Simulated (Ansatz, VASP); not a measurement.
# Be in VASP and in Ansatz

INCAR

```
PREC     = Accurate       # precision mode
ENCUT    = 520            # plane-wave cutoff, eV
EDIFF    = 1E-7           # SCF threshold, eV
ISMEAR   = -1             # smearing method
SIGMA    = 0.05           # smearing width, eV
LREAL    = F              # projectors in reciprocal space
LASPH    = T              # aspherical terms in the spheres
NELM     = 60             # most SCF steps
ALGO     = Normal         # electronic algorithm
ISIF     = 2              # what is computed and relaxed
LWAVE    = F              # write WAVECAR
LCHARG   = F              # write CHGCAR
GGA      = PS             # functional
NBANDS   = 9              # bands
```

The input KPOINTS:

```
regular mesh
0
Gamma
  15 15 8
```

File POSCAR:

```
Be
1.0
    2.2424371395      0.0000000000      0.0000000000
   -1.1212185697      1.9420075292      0.0000000000
    0.0000000000      0.0000000000      3.6327481659
Be
2
Direct
    0.2933333333      0.6466666667      0.2200000000
    0.7066666667      0.3533333333      0.7800000000
```

Input for Ansatz:

```yaml
crystal:
  lattice:
    - [2.2424371395, 0.0, 0.0]
    - [-1.1212185697, 1.9420075292, 0.0]
    - [0.0, 0.0, 3.6327481659]
  atoms:
    - { symbol: Be, position: [0.2933333333, 0.6466666667, 0.22] }
    - { symbol: Be, position: [0.7066666667, 0.3533333333, 0.78] }
kpoints:
  mp_grid: { grid: [15, 15, 8] }
scf:
  occupations: { method: fermi_dirac, width: 0.05 }
hamiltonian:
  xc: pbesol
  pseudopotentials: { kind: paw }
output:
  forces: true
  stress: true
  eigenvalues: true
  populations: true
```

Change from the starting cell: shortest bond scaled by 0.88, PAW files.

Alike in both runs: task single point; functional PBEsol; k mesh 15 × 15 × 8; occupations fermi-dirac, width 0.05 eV; no spin polarisation.

```csv
,VASP,Ansatz
version,VASP 6.6.1,Ansatz 0.2.0
potentials or method,"VASP PAW PBE potentials, release 64 (Be)","PAW with Ansatz's default frozen-core files, scalar-relativistic"
plane-wave cutoff (eV),520,420
valence electrons in the cell,4,4
```

VASP gave:

| Quantity | Value |
| --- | --- |
| pressure (GPa) | 3.6 |
| traceless stress, the component that is largest in VASP (GPa) | 4.81 |
| rms of the force components (eV/Å) | 1.101 |

Q: What did Ansatz give for the same quantities?

A: Pressure (GPa): 3.2; traceless stress, the component that is largest in VASP (GPa): 4.80; rms of the force components (eV/Å): 1.087.

VASP's potentials were made for PBE, not for PBEsol. Atom by atom the forces differ by 0.015 eV/Å (rms over components).
